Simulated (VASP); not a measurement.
# TaN (P6/mmm) in VASP: a series of runs

Runs on TaN. Level: PBEsol. Tasks: relaxation of cell and atoms.

Program: VASP 6.6.1. These are calculated values, not measurements. Logs are shortened: lines on timing, memory, paths and dates and some standing lists are left out, and cuts for length are marked.

**1. The cell of the first run**

The structure is hexagonal, space group P6/mmm (No. 191). The conventional cell has a = 5.191 Å, b = 5.191 Å, c = 2.908 Å, α = 90.00°, β = 90.00°, γ = 120.00°. Within 3.4 Å of Ta (site symmetry 6/mmm) lie 6 N at 2.60 Å and 14 Ta at 2.91 to 3.33 Å. Ta (site symmetry -6m2) has 6 N at 2.09 Å and 5 Ta at 2.91 to 3.00 Å within 3.0 Å. N (site symmetry mmm) has 6 Ta at 2.09 to 2.60 Å and 6 N at 2.60 to 2.91 Å within 3.0 Å.

**2. Relaxation of cell and atoms, PBEsol, target pressure 2 GPa, at which the enthalpy is minimised**

The input, INCAR:

```
ALGO = Normal
EDIFF = 1E-7
EDIFFG = -0.01
ENCUT = 600
GGA = PS
GGA_COMPAT = F
IBRION = 2
ISIF = 3
ISMEAR = 0
LASPH = T
LCHARG = F
LREAL = F
LWAVE = F
NELM = 120
NELMIN = 4
NSW = 80
PREC = Accurate
PSTRESS = 20.0
SIGMA = 0.1
```

The input, KPOINTS:

```
k-points
0
Gamma
  6 6 9
```

The input, POSCAR:

```
TaN
1.0
    5.1910000000      0.0000000000      0.0000000000
   -2.5955000000      4.4955378710      0.0000000000
    0.0000000000      0.0000000000      2.9080000000
Ta N
3 3
Direct
    0.0000000000      0.0000000000      0.0000000000
    0.3333333333      0.6666666667      0.5000000000
    0.6666666667      0.3333333333      0.5000000000
    0.5000000000      0.0000000000      0.0000000000
    0.0000000000      0.5000000000      0.0000000000
    0.5000000000      0.5000000000      0.0000000000
```

Potentials or basis: VASP PAW PBE potentials, release 64 (Ta_pv, N).

Run with:

```console
$ cat potpaw_PBE.64/Ta_pv/POTCAR potpaw_PBE.64/N/POTCAR > POTCAR
$ mpirun -np 1 vasp_std > vasp.out
```

OUTCAR:

```text
EDIFF = 1E-7
   EDIFFG = -0.01
   ENCUT = 600
   GGA = PS
   IBRION = 2
   ISIF = 3
   ISMEAR = 0
   LASPH = T
   LREAL = F
   NELM = 120
   NELMIN = 4
   NSW = 80
   PREC = Accurate
   PSTRESS = 20.0

 ion  position               nearest neighbor table
   1  0.000  0.000  0.000-   5 2.60   6 2.60   5 2.60   6 2.60   4 2.60   4 2.60   3 3.33   3 3.33
                             2 3.33   2 3.33   2 3.33   3 3.33   2 3.33   3 3.33   2 3.33   3 3.33
   2  0.333  0.667  0.500-   4 2.09   4 2.09   5 2.09   5 2.09   6 2.09   6 2.09   3 3.00   3 3.00
                             3 3.00   1 3.33   1 3.33   1 3.33   1 3.33   1 3.33   1 3.33
   3  0.667  0.333  0.500-   4 2.09   4 2.09   5 2.09   5 2.09   6 2.09   6 2.09   2 3.00   2 3.00
                             2 3.00   1 3.33   1 3.33   1 3.33   1 3.33   1 3.33   1 3.33
   4  0.500  0.000  0.000-   2 2.09   3 2.09   2 2.09   3 2.09   1 2.60   1 2.60
   5  0.000  0.500  0.000-   2 2.09   3 2.09   2 2.09   3 2.09   1 2.60   1 2.60
   6  0.500  0.500  0.000-   2 2.09   3 2.09   2 2.09   3 2.09   1 2.60   1 2.60

  LATTYP: Found a hexagonal cell.
 ALAT       =     5.1910000000
 C/A-ratio  =     0.5602003468

  Lattice vectors:

 A1 = (   5.1910000000,   0.0000000000,   0.0000000000)
 A2 = (  -2.5955000000,   4.4955378710,   0.0000000000)
 A3 = (   0.0000000000,   0.0000000000,   2.9080000000)

Analysis of symmetry for initial positions (statically):
=====================================================================
 Subroutine PRICEL returns:
 Original cell was already a primitive cell.

 Routine SETGRP: Setting up the symmetry group for a
 hexagonal supercell.

 Subroutine GETGRP returns: Found 24 space group operations
 (whereof 24 operations were pure point group operations)
 out of a pool of 24 trial point group operations.

The static configuration has the point symmetry D_6h.

Analysis of symmetry for dynamics (positions and initial velocities):
=====================================================================
 Subroutine PRICEL returns:
 Original cell was already a primitive cell.

 Routine SETGRP: Setting up the symmetry group for a
 hexagonal supercell.

 Subroutine GETGRP returns: Found 24 space group operations
 (whereof 24 operations were pure point group operations)
 out of a pool of 24 trial point group operations.

The dynamic configuration has the point symmetry D_6h.

 Subroutine INISYM returns: Found 24 space group operations
 (whereof 24 operations are pure point group operations),
 and found     1 'primitive' translations

----------------------------------------------------------------------------------------

                                     Primitive cell

  volume of cell :      67.8621

  direct lattice vectors                    reciprocal lattice vectors
     5.191000000  0.000000000  0.000000000     0.192641110  0.111221396  0.000000000
    -2.595500000  4.495537871  0.000000000     0.000000000  0.222442793  0.000000000
     0.000000000  0.000000000  2.908000000     0.000000000  0.000000000  0.343878955

  length of vectors
     5.191000000  5.191000000  2.908000000     0.222442793  0.222442793  0.343878955

  position of ions in fractional coordinates (direct lattice)
     0.000000000  0.000000000  0.000000000
     0.333333333  0.666666667  0.500000000
     0.666666667  0.333333333  0.500000000
     0.500000000  0.000000000  0.000000000
     1.000000000  0.500000000  0.000000000
     0.500000000  0.500000000  0.000000000

  ion indices of the primitive-cell ions
   primitive index   ion index
                 1           1
                 2           2
                 3           3
                 4           4
                 5           5
                 6           6

----------------------------------------------------------------------------------------

 KPOINTS: k-points

Automatic generation of k-mesh.
 Grid dimensions read from file:
 generate k-points for:    6    6    9

 Generating k-lattice:

  Cartesian coordinates                     Fractional coordinates (reciprocal lattice)
     0.032106852  0.018536899  0.000000000     0.166666667 -0.000000000  0.000000000
     0.000000000  0.037073799  0.000000000     0.000000000  0.166666667  0.000000000
     0.000000000  0.000000000  0.038208773     0.000000000  0.000000000  0.111111111

  Length of vectors
     0.037073799  0.037073799  0.038208773

  Shift w.r.t. Gamma in fractional coordinates (k-lattice)
     0.000000000  0.000000000  0.000000000

 Subroutine IBZKPT returns following result:
 ===========================================

 Found     35 irreducible k-points:

 Following reciprocal coordinates:
            Coordinates               Weight
  0.000000  0.000000  0.000000      1.000000
  0.166667  0.000000  0.000000      6.000000
  0.333333  0.000000  0.000000      6.000000
  0.500000  0.000000  0.000000      3.000000
  0.166667  0.166667  0.000000      6.000000
  0.333333  0.166667  0.000000     12.000000
[... 16 lines left out ...]
  0.166667  0.000000  0.333333     12.000000
  0.333333  0.000000  0.333333     12.000000
 [... further k-points ...]
   k-points           NKPTS =     35   k-points in BZ     NKDIM =     35   number of bands    NBANDS=     28
   number of dos      NEDOS =    301   number of ions     NIONS =      6
   total plane-waves  NPLWV =  42336
   dimension x,y,z NGX =    42 NGY =   42 NGZ =   24
   dimension x,y,z NGXF=    84 NGYF=   84 NGZF=   48
   ions per type =               3   3
   NGX,Y,Z   is equivalent  to a cutoff of  13.45, 13.45, 13.72 a.u.
   NGXF,Y,Z  is equivalent  to a cutoff of  26.90, 26.90, 27.44 a.u.
 SYSTEM =  unknown system
   PREC   = accura    normal or accurate (medium, high low for compatibility)
   ISTART =      0    job   : 0-new  1-cont  2-samecut
   ICHARG =      2    charge: 1-file 2-atom 10-const
   ISPIN  =      1    spin polarized calculation?
   LNONCOLLINEAR =      F non collinear calculations
   LSORBIT =      F    spin-orbit coupling
   LASPH  =      T    aspherical Exc in radial PAW
   ENCUT  =  600.0 eV  44.10 Ry    6.64 a.u.  10.37 10.37  5.81*2*pi/ulx,y,z
   NELM   =    120;   NELMIN=  4; NELMDL= -5     # of ELM steps
   EDIFF  = 0.1E-06   stopping-criterion for ELM
   LREAL  =      F    real-space projection
   EDIFFG = -.1E-01   stopping-criterion for IOM
   NSW    =     80    number of steps for IOM
   IBRION =      2    ionic relax: 0-MD 1-quasi-New 2-CG
   NFREE  =      1    steps in history (QN), initial steepest desc. (CG)
   ISIF   =      3    stress and relaxation
   ISYM   =      2    0-nonsym 1-usesym 2-fastsym
   POTIM  = 0.5000    time-step for ionic-motion
   TEBEG  =    0.0;   TEEND  =   0.0 temperature during run
   PSTRESS=   20.0 pullay stress
   NELECT =      48.0000    total number of electrons
   NUPDOWN=      -1.0000    fix difference up-down
   EMIN   =  10.00;   EMAX   =-10.00  energy-range for DOS
   EFERMI =   0.00;   METHOD = LEGACY
   ISMEAR =     0;   SIGMA  =   0.10  broadening in eV -4-tet -1-fermi 0-gaus
   EFERMI_NEDOS =   21; number of points for ismear=-14 and -15
   IALGO  =     38    algorithm
   IMIX   =      4    mixing-type and parameters
     AMIX     =   0.40;   BMIX     =  1.00
     AMIX_MAG =   1.60;   BMIX_MAG =  1.00
  volume/ion in A,a.u.               =      11.31        76.33
  Fermi-wavevector in a.u.,A,eV,Ry     =   1.458634  2.756418 28.947918  2.127612
  Thomas-Fermi vector in A             =   2.575295
   LORBIT       =      0    0 simple, 1 ext, 2 COOP (PROOUT), +10 PAW based schemes
   GGA     = PS    functional components
   LHFCALC =     F    Hartree Fock is set to
   AEXX    =    0.0000 exact exchange contribution
   IVDW    =     0    specifies the selected vdW correction
   LEPSILON=     F    determine dielectric tensor
   LRPA    =     F    only Hartree local field effects (RPA)
 conjugate gradient relaxation of ions
 non-spin polarized calculation
 Gauss-broadening in eV      SIGMA  =   0.10
  energy-cutoff  :      600.00
  volume of cell :       67.86
 maximum number of plane-waves:      2292
 NGX is ok and might be reduce to    42
   NGX = 21   NGY = 21   NGZ = 11

--------------------------------------- Ionic step        1  -------------------------------------------

 number of electron      48.0000002 magnetization

 Free energy of the ion-electron system (eV)
  ---------------------------------------------------
  ext. energy  EPLUGINS =         0.00000000
  ---------------------------------------------------
  free energy    TOTEN  =       -68.70531402 eV

  energy without entropy =      -68.70221127  energy(sigma->0) =      -68.70376265

------------------------ aborting loop because EDIFF is reached ----------------------------------------

  FORCE on cell =-STRESS in cart. coord.  units (eV):
  Direction    XX          YY          ZZ          XY          YZ          ZX
  --------------------------------------------------------------------------------------
  -------------------------------------------------------------------------------------
  Total        0.5109087      0.5109087      1.1649015      0.0000000     -0.0000000     -0.0000000
  in kB       12.0622063     12.0622063     27.5025334      0.0000000     -0.0000000     -0.0000000
  external PRESSURE =      -2.7910180 kB  Pullay stress =      20.0000000 kB
[... 69 lines left out ...]
  enthalpy is  TOTEN    =       -67.8589498032 eV   P V=        0.8447019555

--------------------------------------- Ionic step        3  -------------------------------------------

 number of electron      48.0000005 magnetization

 Free energy of the ion-electron system (eV)
  ---------------------------------------------------
  ext. energy  EPLUGINS =         0.00000000
  ---------------------------------------------------
  free energy    TOTEN  =       -68.70454161 eV

  energy without entropy =      -68.70150856  energy(sigma->0) =      -68.70302508

 E-fermi :   7.8871     XC(G=0): -13.2068

 val. band max:        7.8750035718   @ k =   0.1667   0.0000   0.2222
 cond. band min:       7.9170281491   @ k =   0.0000   0.0000   0.2222
 fundamental gap:      0.0420245773
 Fermi energy:         7.8870533135

 k-point     1 :       0.0000    0.0000    0.0000
  band No.  band energies     occupation
      1     -28.0854      2.00000
      2     -28.0854      2.00000
      3     -27.6954      2.00000
      4     -27.6954      2.00000
      5     -27.4824      2.00000
      6     -27.3714      2.00000
[... 733 lines left out ...]
     27      10.0209      0.00000
     28      10.6702      0.00000

 [... further k-points ...]

------------------------ aborting loop because EDIFF is reached ----------------------------------------

  FORCE on cell =-STRESS in cart. coord.  units (eV):
  Direction    XX          YY          ZZ          XY          YZ          ZX
  --------------------------------------------------------------------------------------
  -------------------------------------------------------------------------------------
  Total        0.8675376      0.8675376      0.8941053      0.0000000     -0.0000000      0.0000000
  in kB       20.5230910     20.5230910     21.1515955      0.0000000     -0.0000000      0.0000000
  external PRESSURE =       0.7325925 kB  Pullay stress =      20.0000000 kB
[... 21 lines left out ...]
  FREE ENERGIE OF THE ION-ELECTRON SYSTEM (eV)
  ---------------------------------------------------
  free  energy   TOTEN  =       -68.7045416052 eV

  energy  without entropy=      -68.7015085612  energy(sigma->0) =      -68.70302508

  enthalpy is  TOTEN    =       -67.8591157251 eV   P V=        0.8454258802

 reached required accuracy - stopping structural energy minimisation
```

Run time: 3.4 min. Hardware: 1 thread of Intel Xeon Platinum 8259CL at 2.50GHz (Skylake/Cascade Lake), shared host; peak memory 0.24 GiB.

Results:

```
Free energy                                                : -68.7045 eV
Relaxed volume                                             : 11.29 Å³/atom
Relaxed cell                                               : a = 5.181 Å, b = 5.181 Å, c = 2.913 Å, α = 90.00°, β = 90.00°, γ = 120.00°
Space group after relaxing (to 0.1 Å)                      : P6/mmm (No. 191)
Energy change on relaxing (the run minimises the enthalpy) : +0.1 meV/atom
Ionic steps                                                : 3
Pressure after relaxing                                    : 2.1 GPa
Band gap on the k mesh                                     : zero (bands 24 and 25 overlap by 2.07 eV)
```

Step by step:
```csv
step,energy change (eV),largest force (eV/Å),pressure (GPa),volume (Å³)
1,0.0000,0.0000,1.72,67.86
2,0.0017,0.0000,2.23,67.67
3,0.0008,0.0000,2.07,67.73
```

Final structure:
```
CELL_PARAMETERS angstrom
5.18116 0.00000 0.00000
-2.59058 4.48701 0.00000
0.00000 0.00000 2.91321
ATOMIC_POSITIONS crystal
Ta 0.00000 0.00000 0.00000
Ta 0.33333 0.66667 0.50000
Ta 0.66667 0.33333 0.50000
N 0.50000 0.00000 0.00000
N 0.00000 0.50000 0.00000
N 0.50000 0.50000 0.00000
```

Caveat: the cell is relaxed towards a set pressure, so the run minimises the enthalpy, not the energy; the PAW data sets were made with another functional, which shifts forces and pressure a little; spin-orbit coupling is left out, which moves the levels of the heavy elements.

**3. Relaxation of cell and atoms, PBEsol, target pressure 5 GPa, at which the enthalpy is minimised**

The input, INCAR:

```
SYSTEM = TaN
PREC     = Accurate       ! precision mode
ENCUT    = 600            ! plane-wave cutoff, eV
EDIFF    = 1E-7           ! SCF threshold, eV
ISMEAR   = 0              ! smearing method
SIGMA    = 0.1            ! smearing width, eV
LREAL    = .False.        ! projectors in reciprocal space
LASPH    = .True.         ! aspherical terms in the spheres
NELM     = 120            ! most SCF steps
ALGO     = Normal         ! electronic algorithm
ISIF     = 3              ! what is computed and relaxed
LWAVE    = .False.        ! write WAVECAR
LCHARG   = .False.        ! write CHGCAR
GGA      = PS             ! functional
IBRION   = 2              ! ionic algorithm
NSW      = 80             ! ionic steps
EDIFFG   = -0.01          ! ionic threshold
PSTRESS  = 50.0         
GGA_COMPAT= .False.      
NELMIN   = 4
```

The input, KPOINTS:

```
Automatic mesh
0
Gamma
  6 6 9
  0 0 0
```

POSCAR is that of step 2.

Potentials or basis: VASP PAW PBE potentials, release 64 (Ta_pv, N).

Run with:

```console
$ cat potpaw_PBE.64/Ta_pv/POTCAR potpaw_PBE.64/N/POTCAR > POTCAR
$ mpirun -np 1 vasp_std > vasp.out
```

Run time: 5.5 min. Hardware: 1 thread of Intel Xeon Platinum 8259CL at 2.50GHz (Skylake/Cascade Lake), shared host; peak memory 0.24 GiB.

It converged, with:

```
Free energy                                                : -68.6909 eV
Relaxed volume                                             : 11.18 Å³/atom
Relaxed cell                                               : a = 5.161 Å, b = 5.161 Å, c = 2.909 Å, α = 90.00°, β = 90.00°, γ = 120.00°
Space group after relaxing (to 0.1 Å)                      : P6/mmm (No. 191)
Energy change on relaxing (the run minimises the enthalpy) : +2.4 meV/atom
Ionic steps                                                : 5
Pressure after relaxing                                    : 5.0 GPa
Band gap on the k mesh                                     : zero (bands 24 and 25 overlap by 2.10 eV)
```

The path:
| step | energy change (eV) | largest force (eV/Å) | pressure (GPa) | volume (Å³) |
| --- | --- | --- | --- | --- |
| 1 | 0.0000 | 0.0000 | 1.72 | 67.86 |
| 2 | 0.0987 | 0.0000 | 13.22 | 65.61 |
| 3 | 0.0147 | 0.0000 | 5.20 | 67.14 |
| 4 | 0.0151 | 0.0000 | 4.89 | 67.09 |
| 5 | 0.0144 | 0.0000 | 4.98 | 67.10 |

Final structure:
```xyz
6
Lattice="5.1607 0.0000 0.0000 -2.5804 4.4693 0.0000 0.0000 0.0000 2.9093" Properties=species:S:1:pos:R:3 pbc="T T T"
Ta    0.0000    0.0000    0.0000
Ta    0.0000    2.9796    1.4547
Ta    2.5804    1.4898    1.4547
N     2.5804    0.0000    0.0000
N    -1.2902    2.2347    0.0000
N     1.2902    2.2347    0.0000
```

Levels at points of the mesh, in eV from the Fermi level:
| k point | band 21 | band 22 | band 23 | band 24 | band 25 | band 26 | band 27 | band 28 |
| --- | --- | --- | --- | --- | --- | --- | --- | --- |
| (0.00, 0.00, 0.00) | -2.80 | -2.33 | -1.88 | -1.12 | -1.12 | 0.92 | 0.92 | 1.47 |
| (0.50, 0.00, 0.00) | -3.27 | -2.69 | -1.54 | -0.50 | 1.53 | 1.99 | 2.02 | 2.44 |

Caveat: the cell is relaxed towards a set pressure, so the run minimises the enthalpy, not the energy; the PAW data sets were made with another functional, which shifts forces and pressure a little; spin-orbit coupling is left out, which moves the levels of the heavy elements.

(Continued in part 2 of 2.)
